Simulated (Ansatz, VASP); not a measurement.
# Two plane-wave programs on BN

```
B N
1.0
     2.55394    0.00000    0.00000
    -1.27697    2.21178    0.00000
     0.00000    0.00000    4.22685
B N
2 2
Direct
  0.66667 0.33333 0.99972
  0.33333 0.66667 0.49972
  0.71034 0.36530 0.67259
  0.33333 0.66667 0.12528
```

Alike in both runs: task single point; functional r2SCAN; k mesh 12 × 12 × 6; occupations gaussian, width 0.05 eV; no spin polarisation.

```csv
,VASP,Ansatz
version,VASP 6.6.1,Ansatz 0.2.0
potentials or method,"VASP PAW PBE potentials, release 64 (B, N), cutoff 520 eV","scalar-relativistic, plane waves, PAW"
valence electrons in the cell,16,16
```

```csv
,VASP,Ansatz,Ansatz less VASP
gap on the k mesh at the Fermi level (eV),3.66,3.68,+0.021
least direct gap on the mesh (eV),7.70,7.71,+0.010
pressure (GPa),5.4,4.4,-0.97
"traceless stress, the component that is largest in VASP (GPa)",8.52,8.25,-0.264
rms of the force components (eV/Å),3.208,3.205,-0.0032
```

VASP's potentials were made for PBE, not for r2SCAN. Atom by atom the forces differ by 0.008 eV/Å (rms over components).
